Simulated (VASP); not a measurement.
A run of VASP 6.6.1 is set up as follows.

File INCAR:

```
SYSTEM = PbSe
ALGO = Normal ; EDIFF = 1E-6
ENCUT = 520 ; GGA = PE
ISIF = 2 ; ISMEAR = 0
IVDW = 12 ; LASPH = .True.
LCHARG = .True. ; LELF = .True.
LREAL = .False. ; LVHAR = .True.
LWAVE = .False. ; NBANDS = 17
NELM = 60 ; PREC = Accurate
SIGMA = 0.03
```

File KPOINTS:

```
k-points
0
Gamma
  10 10 10
  0 0 0
```

The input POSCAR:

```
PbSe
1.0
    0.0000000000      3.0400369316      2.8971551958
    3.0400369316      0.0000000000      2.8971551958
    3.0400369316      3.0400369316      0.0000000000
Pb Se
1 1
Direct
    0.0000000000      0.0000000000      0.0000000000
    0.5000000000      0.5000000000      0.5000000000
```

Potentials or basis: VASP PAW PBE potentials, release 64 (Pb_d, Se).

Command:

```sh
$ cat potpaw_PBE.64/Pb_d/POTCAR potpaw_PBE.64/Se/POTCAR > POTCAR
$ mpirun -np 1 vasp_std > vasp.out
```

Question: What does it give for the band gap on the k mesh?

Answer: 0.04 eV.

Question: What does it give for the pressure?

Answer: 4.9 GPa.

Stress tensor (GPa, compression positive):
```
 1.90  0.00  0.00
 0.00  1.90  0.00
 0.00  0.00 10.87
```

Caveat: the stress differs along the axes, from 2 to 11 GPa; spin-orbit coupling is left out, which moves the levels of the heavy elements. A k mesh can miss the band edges.
